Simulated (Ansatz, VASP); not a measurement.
One calculation of NaF, two programs

```
Na F
1.0
     2.32000    2.32000    0.00000
    -2.32000    2.32000    0.00000
     0.00000    2.32000    2.32000
Na F
1 1
Direct
  0.00000 0.00000 0.00000
  0.50000 0.50000 0.00000
```

Alike in both runs: task relaxation of cell and atoms; functional PBEsol; k mesh 12 × 12 × 12; occupations fermi-dirac, width 0.1 eV; no spin polarisation.

|  | VASP | Ansatz |
| --- | --- | --- |
| version | VASP 6.6.1 | Ansatz 0.2.0 |
| potentials or method | VASP PAW PBE potentials, release 64 (Na_pv, F) | PAW with Ansatz's default frozen-core files, scalar-relativistic |
| plane-wave cutoff (eV) | 600 | 420 |
| valence electrons in the cell | 14 | 16 |

```tsv
	VASP	Ansatz	Ansatz less VASP
relaxed volume (Å³/atom)	12.39	12.41	+0.016
relaxed cell length with the largest relative difference (Å)	3.273	3.274	+0.0014
```

VASP's potentials were made for PBE, not for PBEsol. VASP's potentials hold 14 valence electrons a cell and Ansatz's 16, so a difference there can come from the potentials and not from the codes.
